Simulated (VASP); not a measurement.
Crystal: PPt.

```
Pt P
1.0
     3.74303    0.00000    0.00000
    -1.87151    3.24156    0.00000
     0.00000    0.00000    6.35374
Pt P
2 2
Cartesian
  0.0000 2.1610 2.3630
  1.8715 1.0805 5.5398
  0.0000 2.1610 0.0197
  1.8715 1.0805 3.1966
```

```yaml
Program: VASP 6.6.1
Task: relaxation of cell and atoms
Functional: PBE
Dispersion: D4
Potentials_or_basis: VASP PAW PBE potentials, release 64 (Pt, P)
Cutoff: 600 eV
k_mesh: 8 × 8 × 4
Occupations: fermi-dirac, width 0.05 eV
Spin: no spin polarisation
```

At the start: pressure -4.1 GPa; volume 19.27 Å³/atom.

Task: Where does the relaxation end?

Result: Over 18 steps the energy falls by 15.2 meV/atom and the volume is 18.52 Å³/atom (-3.9 %); space group P6_3mc (No. 186, to 0.1 Å) before and after.

The path:
| step | energy change (eV) | largest force (eV/Å) | pressure (GPa) | volume (Å³) |
| --- | --- | --- | --- | --- |
| 1 | 0.0000 | 0.1452 | -4.12 | 77.09 |
| 2 | 0.0275 | 0.1619 | 6.91 | 71.69 |
| 3 | -0.0330 | 0.1567 | 0.14 | 74.72 |
| 4 | -0.0381 | 0.0616 | 0.07 | 74.68 |
| 5 | -0.0424 | 0.2052 | -0.08 | 74.58 |
| 6 | -0.0441 | 0.2058 | -0.10 | 74.56 |
| 7 | -0.0486 | 0.2109 | -0.18 | 74.50 |
| 8 | -0.0549 | 0.2238 | -0.34 | 74.36 |
| 9 | -0.0521 | 0.2593 | -0.65 | 74.03 |
| 10 | -0.0562 | 0.2402 | -0.45 | 74.23 |
| 11 | -0.0598 | 0.1164 | -0.08 | 74.07 |
| 12 | -0.0607 | 0.0293 | 0.23 | 73.95 |
| 13 | -0.0607 | 0.0165 | 0.24 | 73.94 |
| 14 | -0.0607 | 0.0120 | 0.27 | 73.93 |
| 15 | -0.0608 | 0.0038 | 0.08 | 74.03 |
| 16 | -0.0608 | 0.0008 | 0.00 | 74.07 |
| 17 | -0.0608 | 0.0014 | 0.00 | 74.07 |
| 18 | -0.0608 | 0.0034 | 0.00 | 74.07 |

Final structure:
```xyz
4
Lattice="3.6101 0.0000 0.0000 -1.8051 3.1265 0.0000 0.0000 0.0000 6.5628" Properties=species:S:1:pos:R:3 pbc="T T T"
Pt    0.0000    2.0843    2.3958
Pt    1.8051    1.0422    5.6771
P     0.0000    2.0843    0.0653
P     1.8051    1.0422    3.3467
```
